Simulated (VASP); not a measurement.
# Sc (Im-3m) in VASP: further runs

Sc is run at these levels: PBE; tasks: single point.

Everything below comes from runs of VASP 6.6.1. Logs are shortened: lines on timing, memory, paths and dates and some standing lists are left out, and cuts for length are marked.

### Step 1. The cell of the first run

It takes space group Im-3m (No. 229, cubic). The conventional cell has a = 3.134 Å, b = 3.134 Å, c = 3.134 Å, α = 90.00°, β = 90.00°, γ = 90.00°. Sc (site symmetry m-3m) has 14 Sc at 2.71 to 3.13 Å within 3.6 Å.

### Step 2. Single point, PBE

INCAR reads:

```
SYSTEM = Sc
PREC = Accurate
ENCUT = 500
EDIFF = 1E-6
ISMEAR = -1
SIGMA = 0.05
LREAL = .False.
LASPH = .True.
NELM = 120
ALGO = Normal
ISIF = 2
LWAVE = .False.
LCHARG = .False.
GGA = PE
NBANDS = 12
GGA_COMPAT = .False.
```

KPOINTS reads:

```
regular mesh
0
Gamma
  17 17 17
  0 0 0
```

POSCAR reads:

```
Sc
1.0
   -1.5668980187      1.5668980187      1.5668980187
    1.5668980187     -1.5668980187      1.5668980187
    1.5668980187      1.5668980187     -1.5668980187
Sc
1
Direct
    0.0000000000      0.0000000000      0.0000000000
```

Potentials or basis: VASP PAW PBE potentials, release 64 (Sc_sv).

On the command line:

```bash
> cat potpaw_PBE.64/Sc_sv/POTCAR > POTCAR
> mpirun -np 1 vasp_std > vasp.out
```

OUTCAR:

```text
SYSTEM = Sc
   PREC = Accurate
   ENCUT = 500
   EDIFF = 1E-6
   ISMEAR = -1
   LREAL = .False.
   LASPH = .True.
   NELM = 120
   ISIF = 2
   GGA = PE

 ion  position               nearest neighbor table
   1  0.000  0.000  0.000-

  LATTYP: Found a body centered cubic cell.
 ALAT       =     3.1337960374

  Lattice vectors:

 A1 = (  -1.5668980187,   1.5668980187,   1.5668980187)
 A2 = (   1.5668980187,  -1.5668980187,   1.5668980187)
 A3 = (   1.5668980187,   1.5668980187,  -1.5668980187)

Analysis of symmetry for initial positions (statically):
=====================================================================
 Subroutine PRICEL returns:
 Original cell was already a primitive cell.

 Routine SETGRP: Setting up the symmetry group for a
 body centered cubic supercell.

 Subroutine GETGRP returns: Found 48 space group operations
 (whereof 48 operations were pure point group operations)
 out of a pool of 48 trial point group operations.

The static configuration has the point symmetry O_h .

Analysis of symmetry for dynamics (positions and initial velocities):
=====================================================================
 Subroutine PRICEL returns:
 Original cell was already a primitive cell.

 Routine SETGRP: Setting up the symmetry group for a
 body centered cubic supercell.

 Subroutine GETGRP returns: Found 48 space group operations
 (whereof 48 operations were pure point group operations)
 out of a pool of 48 trial point group operations.

The dynamic configuration has the point symmetry O_h .

 Subroutine INISYM returns: Found 48 space group operations
 (whereof 48 operations are pure point group operations),
 and found     1 'primitive' translations

----------------------------------------------------------------------------------------

                                     Primitive cell

  volume of cell :      15.3880

  direct lattice vectors                    reciprocal lattice vectors
    -1.566898019  1.566898019  1.566898019     0.000000000  0.319101814  0.319101814
     1.566898019 -1.566898019  1.566898019     0.319101814  0.000000000  0.319101814
     1.566898019  1.566898019 -1.566898019     0.319101814  0.319101814  0.000000000

  length of vectors
     2.713946979  2.713946979  2.713946979     0.451278113  0.451278113  0.451278113

  position of ions in fractional coordinates (direct lattice)
     0.000000000  0.000000000  0.000000000

  ion indices of the primitive-cell ions
   primitive index   ion index
                 1           1

----------------------------------------------------------------------------------------

 KPOINTS: regular mesh

Automatic generation of k-mesh.
 Grid dimensions read from file:
 generate k-points for:   17   17   17

 Generating k-lattice:

  Cartesian coordinates                     Fractional coordinates (reciprocal lattice)
     0.000000000  0.018770695  0.018770695     0.058823529  0.000000000  0.000000000
     0.018770695  0.000000000  0.018770695     0.000000000  0.058823529  0.000000000
     0.018770695  0.018770695  0.000000000     0.000000000  0.000000000  0.058823529

  Length of vectors
     0.026545771  0.026545771  0.026545771

  Shift w.r.t. Gamma in fractional coordinates (k-lattice)
     0.000000000  0.000000000  0.000000000

 Subroutine IBZKPT returns following result:
 ===========================================

 Found    165 irreducible k-points:

 Following reciprocal coordinates:
            Coordinates               Weight
  0.000000  0.000000  0.000000      1.000000
  0.058824  0.000000  0.000000     12.000000
  0.117647  0.000000  0.000000     12.000000
  0.176471  0.000000  0.000000     12.000000
  0.235294  0.000000  0.000000     12.000000
  0.294118  0.000000  0.000000     12.000000
[... 16 lines left out ...]
  0.411765  0.117647  0.000000     48.000000
  0.176471  0.176471  0.000000     24.000000
 [... further k-points ...]
   k-points           NKPTS =    165   k-points in BZ     NKDIM =    165   number of bands    NBANDS=     12
   number of dos      NEDOS =    301   number of ions     NIONS =      1
   total plane-waves  NPLWV =   8000
   dimension x,y,z NGX =    20 NGY =   20 NGZ =   20
   dimension x,y,z NGXF=    40 NGYF=   40 NGZF=   40
   ions per type =               1
   NGX,Y,Z   is equivalent  to a cutoff of  12.25, 12.25, 12.25 a.u.
   NGXF,Y,Z  is equivalent  to a cutoff of  24.50, 24.50, 24.50 a.u.
 SYSTEM =  Sc
   PREC   = accura    normal or accurate (medium, high low for compatibility)
   ISTART =      0    job   : 0-new  1-cont  2-samecut
   ICHARG =      2    charge: 1-file 2-atom 10-const
   ISPIN  =      1    spin polarized calculation?
   LNONCOLLINEAR =      F non collinear calculations
   LSORBIT =      F    spin-orbit coupling
   LASPH  =      T    aspherical Exc in radial PAW
   ENCUT  =  500.0 eV  36.75 Ry    6.06 a.u.   4.95  4.95  4.95*2*pi/ulx,y,z
   NELM   =    120;   NELMIN=  2; NELMDL= -5     # of ELM steps
   EDIFF  = 0.1E-05   stopping-criterion for ELM
   LREAL  =      F    real-space projection
   EDIFFG = 0.1E-04   stopping-criterion for IOM
   NSW    =      0    number of steps for IOM
   IBRION =     -1    ionic relax: 0-MD 1-quasi-New 2-CG
   NFREE  =      0    steps in history (QN), initial steepest desc. (CG)
   ISIF   =      2    stress and relaxation
   ISYM   =      2    0-nonsym 1-usesym 2-fastsym
   POTIM  = 0.5000    time-step for ionic-motion
   TEBEG  =    0.0;   TEEND  =   0.0 temperature during run
   PSTRESS=    0.0 pullay stress
   NELECT =      11.0000    total number of electrons
   NUPDOWN=      -1.0000    fix difference up-down
   EMIN   =  10.00;   EMAX   =-10.00  energy-range for DOS
   EFERMI =   0.00;   METHOD = LEGACY
   ISMEAR =    -1;   SIGMA  =   0.05  broadening in eV -4-tet -1-fermi 0-gaus
   EFERMI_NEDOS =   21; number of points for ismear=-14 and -15
   IALGO  =     38    algorithm
   IMIX   =      4    mixing-type and parameters
     AMIX     =   0.40;   BMIX     =  1.00
     AMIX_MAG =   1.60;   BMIX_MAG =  1.00
  volume/ion in A,a.u.               =      15.39       103.84
  Fermi-wavevector in a.u.,A,eV,Ry     =   1.463788  2.766159 29.152887  2.142677
  Thomas-Fermi vector in A             =   2.579842
   LORBIT       =      0    0 simple, 1 ext, 2 COOP (PROOUT), +10 PAW based schemes
   GGA     = PE    functional components
   LHFCALC =     F    Hartree Fock is set to
   AEXX    =    0.0000 exact exchange contribution
   IVDW    =     0    specifies the selected vdW correction
   LEPSILON=     F    determine dielectric tensor
   LRPA    =     F    only Hartree local field effects (RPA)
 non-spin polarized calculation
  energy-cutoff  :      500.00
  volume of cell :       15.39
 maximum number of plane-waves:       406
   NGX =  9   NGY =  9   NGZ =  9

 number of electron      10.9999996 magnetization

 Free energy of the ion-electron system (eV)
  ---------------------------------------------------
  ext. energy  EPLUGINS =         0.00000000
  ---------------------------------------------------
  free energy    TOTEN  =        -5.03169773 eV

  energy without entropy =       -5.01752356  energy(sigma->0) =       -5.02461065

 E-fermi :   7.0722     XC(G=0): -11.9535

 val. band max:        7.0694240724   @ k =   0.4118   0.1765   0.0000
 cond. band min:       7.0744752662   @ k =   0.3529   0.0588   0.0588
 fundamental gap:      0.0050511937
 Fermi energy:         7.0721539439

 k-point     1 :       0.0000    0.0000    0.0000
  band No.  band energies     occupation
      1     -41.5278      2.00000
      2     -19.2432      2.00000
      3     -19.2432      2.00000
      4     -19.2432      2.00000
      5       1.4447      2.00000
      6       9.1174      0.00000
      7       9.1174      0.00000
      8       9.1174      0.00000
      9      11.5248      0.00000
     10      11.5248      0.00000
     11      24.6384      0.00000
     12      24.6384      0.00000

 k-point     2 :       0.0588    0.0000    0.0000
  band No.  band energies     occupation
      1     -41.5143      2.00000
      2     -19.3065      2.00000
      3     -19.2607      2.00000
      4     -19.2441      2.00000
      5       1.5944      2.00000
      6       9.0286      0.00000
      7       9.0879      0.00000
      8       9.2430      0.00000
      9      11.4062      0.00000
     10      11.5277      0.00000
     11      24.6972      0.00000
     12      24.7178      0.00000

 k-point     3 :       0.1176    0.0000    0.0000
  band No.  band energies     occupation
      1     -41.4754      2.00000
      2     -19.4854      2.00000
      3     -19.3107      2.00000
      4     -19.2467      2.00000
      5       2.0226      2.00000
      6       8.7841      0.00000
      7       8.9569      0.00000
      8       9.6121      0.00000
      9      11.1670      0.00000
     10      11.5427      0.00000
     11      24.7689      0.00000
     12      24.7946      0.00000
[... 286 lines left out ...]
 k-point    23 :       0.4118    0.1176    0.0000
  band No.  band energies     occupation
      1     -41.1034      2.00000
      2     -20.8650      2.00000
      3     -19.8195      2.00000
      4     -19.3485      2.00000
      5       4.8456      2.00000
      6       7.0807      0.91450
      7       8.7573      0.00000
      8      11.5313      0.00000
      9      12.4373      0.00000
     10      14.5809      0.00000
     11      19.3881      0.00000
     12      21.2464      0.00000

 k-point    24 :       0.1765    0.1765    0.0000
  band No.  band energies     occupation
      1     -41.2503      2.00000
      2     -20.3419      2.00000
      3     -19.5938      2.00000
      4     -19.3573      2.00000
      5       4.4550      2.00000
      6       7.4910      0.00046
      7       7.8743      0.00000
      8      10.8624      0.00000
      9      12.0972      0.00000
     10      12.3450      0.00000
     11      22.9544      0.00000
     12      23.1111      0.00000

 [... further k-points ...]
[... 5 lines left out ...]
  --------------------------------------------------------------------------------------
  -------------------------------------------------------------------------------------
  Total        4.9330242      4.9330242      4.9330242      0.0000000      0.0000000     -0.0000000
  in kB      513.6196637    513.6196637    513.6196637      0.0000000      0.0000000     -0.0000000
  external PRESSURE =     513.6196637 kB  Pullay stress =       0.0000000 kB

 VOLUME and BASIS-vectors are now :
 -----------------------------------------------------------------------------
  energy-cutoff  :      500.00
  volume of cell :       15.39
      direct lattice vectors                 reciprocal lattice vectors
    -1.566898019  1.566898019  1.566898019     0.000000000  0.319101814  0.319101814
     1.566898019 -1.566898019  1.566898019     0.319101814  0.000000000  0.319101814
     1.566898019  1.566898019 -1.566898019     0.319101814  0.319101814  0.000000000

 POSITION                                       TOTAL-FORCE (eV/Angst)
 -----------------------------------------------------------------------------------
      0.00000      0.00000      0.00000        -0.000000     -0.000000      0.000000
 -----------------------------------------------------------------------------------
    total drift:                                0.000000      0.000000      0.000000

  FREE ENERGIE OF THE ION-ELECTRON SYSTEM (eV)
  ---------------------------------------------------
  free  energy   TOTEN  =        -5.0316977333 eV

  energy  without entropy=       -5.0175235619  energy(sigma->0) =       -5.02461065
```

Run time: 13 s. Hardware: 1 thread of Intel Xeon Platinum 8488C (Sapphire Rapids), shared host; peak memory 0.14 GiB.

Results:

| Item | Value |
| --- | --- |
| Free energy | -5.0317 eV |
| Pressure | 51.4 GPa |

### Step 3. Single point, PBE

INCAR reads:

```
SYSTEM = Sc
ALGO = Normal
EDIFF = 1E-6
ENCUT = 500
GGA = PE
GGA_COMPAT = .False.
ISIF = 2
ISMEAR = -1
LASPH = .True.
LCHARG = .True.
LELF = .True.
LREAL = .False.
LVHAR = .True.
LWAVE = .False.
NBANDS = 12
NELM = 120
PREC = Accurate
SIGMA = 0.05
```

KPOINTS reads:

```
k-points
0
Gamma
  17 17 17
  0 0 0
```

POSCAR reads:

```
Sc
1.0
   -1.5667659051      1.5667659051      1.5667659051
    1.5667659051     -1.5667659051      1.5667659051
    1.5667659051      1.5667659051     -1.5667659051
Sc
1
Direct
    0.0000000000      0.0000000000      0.0000000000
```

Potentials or basis: VASP PAW PBE potentials, release 64 (Sc_sv).

On the command line:

```bash
> cat potpaw_PBE.64/Sc_sv/POTCAR > POTCAR
> mpirun -np 1 vasp_std > vasp.out
```

It took 16 s on 1 thread of Intel Xeon Platinum 8488C (Sapphire Rapids), shared host; peak memory 0.14 GiB.

It converged, with:

```
Free energy : -5.0304 eV
Pressure    : 51.4 GPa
```

Levels at points of the mesh, in eV from the Fermi level:
```
           k point  band 1  band 2  band 3  band 4  band 5  band 6  band 7  band 8  band 9  band 10
(0.00, 0.00, 0.00)  -48.60  -26.31  -26.31  -26.31   -5.63    2.05    2.05    2.05    4.45     4.45
```
